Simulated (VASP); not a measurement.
# BN in VASP: notebook

BN is run at these levels: PBE; tasks: single point.

All numbers are computed with VASP 6.6.1; they aren't measurements. Logs are shortened: lines on timing, memory, paths and dates and some standing lists are left out, and cuts for length are marked.

## (1) The cell of the first run

The cell holds a slab with vacuum, 6 atoms: a = 2.563 Å, b = 3.625 Å, c = 18.563 Å, α = 90.00°, β = 90.00°, γ = 90.00°.

## (2) Single point, PBE

Input file INCAR:

```
SYSTEM = BN
PREC = Accurate
ENCUT = 520
EDIFF = 1E-7
ISMEAR = -1
SIGMA = 0.02
LREAL = .False.
LASPH = .True.
NELM = 100
ALGO = Normal
ISIF = 2
LWAVE = .False.
LCHARG = .False.
LDIPOL = .True.
IDIPOL = 3
DIPOL = 0.5 0.5 0.500
GGA = PE
NBANDS = 21
```

Input file KPOINTS:

```
regular mesh
0
Gamma
  12 8 1
  0 0 0
```

Input file POSCAR:

```
BN
1.0
    2.5630581741      0.0000000000      0.0000000000
    0.0000000000      3.6247116310      0.0000000000
    0.0000000000      0.0000000000     18.5631000000
B N
3 3
Direct
    0.2500000000      0.1250000000      0.4309636275
    0.7500000000      0.6250000000      0.5000000000
    0.2500000000      0.1250000000      0.5690363725
    0.7500000000      0.8750000000      0.4309636275
    0.2500000000      0.3750000000      0.5000000000
    0.7500000000      0.8750000000      0.5690363725
```

Potentials or basis: VASP PAW PBE potentials, release 64 (B, N).

On the command line:

```
> cat potpaw_PBE.64/B/POTCAR potpaw_PBE.64/N/POTCAR > POTCAR
> mpirun -np 1 vasp_std > vasp.out
```

OUTCAR:

```text
SYSTEM = BN
   PREC = Accurate
   ENCUT = 520
   EDIFF = 1E-7
   ISMEAR = -1
   LREAL = .False.
   LASPH = .True.
   NELM = 100
   ISIF = 2
   GGA = PE

 ion  position               nearest neighbor table
   1  0.250  0.125  0.431-   5 1.57   4 1.57   4 1.57
   2  0.750  0.625  0.500-   4 1.57   6 1.57   5 1.57   5 1.57
   3  0.250  0.125  0.569-   5 1.57   6 1.57   6 1.57
   4  0.750  0.875  0.431-   2 1.57   1 1.57   1 1.57
   5  0.250  0.375  0.500-   1 1.57   3 1.57   2 1.57   2 1.57
   6  0.750  0.875  0.569-   2 1.57   3 1.57   3 1.57

  LATTYP: Found a simple orthorhombic cell.
 ALAT       =     2.5630581741
 B/A-ratio  =     1.4142135624
 C/A-ratio  =     7.2425589819

  Lattice vectors:

 A1 = (   2.5630581741,   0.0000000000,   0.0000000000)
 A2 = (   0.0000000000,   3.6247116310,   0.0000000000)
 A3 = (   0.0000000000,   0.0000000000,  18.5631000000)

Analysis of symmetry for initial positions (statically):
=====================================================================
 Subroutine PRICEL returns:
 Original cell was already a primitive cell.

 Routine SETGRP: Setting up the symmetry group for a
 simple orthorhombic supercell.

 Subroutine GETGRP returns: Found  4 space group operations
 (whereof  2 operations were pure point group operations)
 out of a pool of  8 trial point group operations.

The static configuration has the point symmetry C_1h.
 The point group associated with its full space group is C_2v.

Analysis of symmetry for dynamics (positions and initial velocities):
=====================================================================
 Subroutine PRICEL returns:
 Original cell was already a primitive cell.

 Routine SETGRP: Setting up the symmetry group for a
 simple orthorhombic supercell.

 Subroutine GETGRP returns: Found  4 space group operations
 (whereof  2 operations were pure point group operations)
 out of a pool of  8 trial point group operations.

The dynamic configuration has the point symmetry C_1h.
 The point group associated with its full space group is C_2v.

 Subroutine INISYM returns: Found  4 space group operations
 (whereof  2 operations are pure point group operations),
 and found     1 'primitive' translations

----------------------------------------------------------------------------------------

                                     Primitive cell

  volume of cell :     172.4576

[... 104 lines left out ...]
   POTIM  = 0.5000    time-step for ionic-motion
   TEBEG  =    0.0;   TEEND  =   0.0 temperature during run
   PSTRESS=    0.0 pullay stress
   NELECT =      24.0000    total number of electrons
   NUPDOWN=      -1.0000    fix difference up-down
   EMIN   =  10.00;   EMAX   =-10.00  energy-range for DOS
   EFERMI =   0.00;   METHOD = LEGACY
   ISMEAR =    -1;   SIGMA  =   0.02  broadening in eV -4-tet -1-fermi 0-gaus
   EFERMI_NEDOS =   21; number of points for ismear=-14 and -15
   IALGO  =     38    algorithm
   IMIX   =      4    mixing-type and parameters
     AMIX     =   0.40;   BMIX     =  1.00
     AMIX_MAG =   1.60;   BMIX_MAG =  1.00
  volume/ion in A,a.u.               =      28.74       193.97
  Fermi-wavevector in a.u.,A,eV,Ry     =   0.848368  1.603184  9.792505  0.719729
  Thomas-Fermi vector in A             =   1.964021
   LORBIT       =      0    0 simple, 1 ext, 2 COOP (PROOUT), +10 PAW based schemes
   GGA     = PE    functional components
   LHFCALC =     F    Hartree Fock is set to
   AEXX    =    0.0000 exact exchange contribution
   IVDW    =     0    specifies the selected vdW correction
   LEPSILON=     F    determine dielectric tensor
   LRPA    =     F    only Hartree local field effects (RPA)
 non-spin polarized calculation
  energy-cutoff  :      520.00
  volume of cell :      172.46
 maximum number of plane-waves:      4680
 NGX is ok and might be reduce to    20
   NGX =  9   NGY = 13   NGZ = 69

 number of electron      24.0000000 magnetization

 dipolmoment           0.000000      0.000000     -0.000000 electrons x Angstroem

 Free energy of the ion-electron system (eV)
  ---------------------------------------------------
  ext. energy  EPLUGINS =         0.00000000
  ---------------------------------------------------
  free energy    TOTEN  =       -46.88775401 eV

  energy without entropy =      -46.88775401  energy(sigma->0) =      -46.88775401

 E-fermi :  -2.2534     XC(G=0):  -3.7050

 val. band max:       -2.6195838646   @ k =   0.5000   0.0000   0.0000
 cond. band min:      -1.9019300621   @ k =   0.5000   0.0000   0.0000
 fundamental gap:      0.7176538025
 Fermi energy:        -2.2534144561

 k-point     1 :       0.0000    0.0000    0.0000
  band No.  band energies     occupation
      1     -22.0950      2.00000
      2     -18.5170      2.00000
      3     -17.2853      2.00000
      4     -11.1070      2.00000
      5      -9.6741      2.00000
      6      -8.6302      2.00000
[... 565 lines left out ...]
     20       6.9217      0.00000
     21       7.1855      0.00000

 [... further k-points ...]

------------------------ aborting loop because EDIFF is reached ----------------------------------------

 vacuum level on the upper side and lower side of the slab       (xc-potential included)        -0.093        -0.093

  FORCE on cell =-STRESS in cart. coord.  units (eV):
  Direction    XX          YY          ZZ          XY          YZ          ZX
  --------------------------------------------------------------------------------------
  -------------------------------------------------------------------------------------
  Total       -5.7743817     -8.6966838     -3.0709136      0.0000000      0.0000000      0.0000000
  in kB      -53.6455423    -80.7945069    -28.5296042      0.0000000      0.0000000      0.0000000
  external PRESSURE =     -54.3232178 kB  Pullay stress =       0.0000000 kB

 VOLUME and BASIS-vectors are now :
 -----------------------------------------------------------------------------
  energy-cutoff  :      520.00
  volume of cell :      172.46
      direct lattice vectors                 reciprocal lattice vectors
     2.563058174  0.000000000  0.000000000     0.390158916  0.000000000  0.000000000
     0.000000000  3.624711631  0.000000000     0.000000000  0.275884016  0.000000000
     0.000000000  0.000000000 18.563100000     0.000000000  0.000000000  0.053870313

 POSITION                                       TOTAL-FORCE (eV/Angst)
 -----------------------------------------------------------------------------------
      0.64076      0.45309      8.00002         0.000000     -5.244140      3.359970
      1.92229      2.26544      9.28155         0.000000      0.771501      0.000000
      0.64076      0.45309     10.56308         0.000000     -5.244140     -3.359970
      1.92229      3.17162      8.00002        -0.000000      3.888139     -2.183381
      0.64076      1.35927      9.28155         0.000000      1.940502      0.000000
      1.92229      3.17162     10.56308        -0.000000      3.888139      2.183381
 -----------------------------------------------------------------------------------
    total drift:                                0.000000      0.000025      0.000000

  FREE ENERGIE OF THE ION-ELECTRON SYSTEM (eV)
  ---------------------------------------------------
  free  energy   TOTEN  =       -46.8877540118 eV

  energy  without entropy=      -46.8877540115  energy(sigma->0) =      -46.88775401

 vacuum level on the upper side and lower side of the slab         2.734         2.734
```

Run time: 97 s. Hardware: 1 thread of AMD EPYC 9R45 (Zen 5), shared host; peak memory 0.28 GiB.

Results:

```
Free energy            : -46.8878 eV
Largest force          : 6.228 eV/Å
Band gap on the k mesh : 0.72 eV
```

Forces on the atoms (eV/Å):
```
B    0.000 -5.244  3.360
B    0.000  0.772  0.000
B    0.000 -5.244 -3.360
N    0.000  3.888 -2.183
N    0.000  1.941  0.000
N    0.000  3.888  2.183
```

Caveat: semilocal functionals underestimate gaps, and a narrow one can read as zero.

## (3) Single point, PBE

Input file INCAR:

```
PREC = Accurate ; ENCUT = 520
EDIFF = 1E-6 ; ISMEAR = -1
SIGMA = 0.02 ; LREAL = False
LASPH = True ; NELM = 60
ALGO = Normal ; ISIF = 2
LWAVE = False ; LCHARG = True
LDIPOL = True ; IDIPOL = 3
DIPOL = 0.5 0.5 0.500 ; GGA = PE
LELF = True ; LVHAR = True
LVACPOTAV = True ; NBANDS = 21
```

Input file KPOINTS:

```
Automatic mesh
0
Gamma
  12 8 1
```

POSCAR is that of step 2.

Potentials or basis: VASP PAW PBE potentials, release 64 (B, N).

On the command line:

```
> cat potpaw_PBE.64/B/POTCAR potpaw_PBE.64/N/POTCAR > POTCAR
> mpirun -np 1 vasp_std > vasp.out
```

Run time: 92 s. Hardware: 1 thread of AMD EPYC 9R45 (Zen 5), shared host; peak memory 0.28 GiB.

The run converged. Its results:

```yaml
Free_energy: -46.8878 eV
Largest_force: 6.228 eV/Å
Band_gap_on_the_k_mesh: 0.72 eV
```

Forces on the atoms (eV/Å):
```
B    0.000 -5.244  3.360
B    0.000  0.772  0.000
B    0.000 -5.244 -3.360
N    0.000  3.888 -2.183
N    0.000  1.940  0.000
N    0.000  3.888  2.183
```

Levels at points of the mesh, in eV from the valence-band top:
| k point | band 10 | band 11 | band 12 | band 13 | band 14 | band 15 |
| --- | --- | --- | --- | --- | --- | --- |
| (0.00, 0.00, 0.00) | -1.97 | -0.77 | -0.60 | 1.13 | 3.33 | 4.77 |
| (0.50, 0.00, 0.00) | -4.33 | -1.84 | 0.00 | 0.72 | 2.54 | 5.12 |
| (0.00, 0.50, 0.00) | -1.86 | -1.79 | -0.29 | 1.29 | 2.15 | 6.92 |
| (0.50, 0.50, 0.00) | -4.11 | -1.21 | -0.03 | 1.33 | 2.54 | 8.89 |

Caveat: semilocal functionals underestimate gaps, and a narrow one can read as zero.
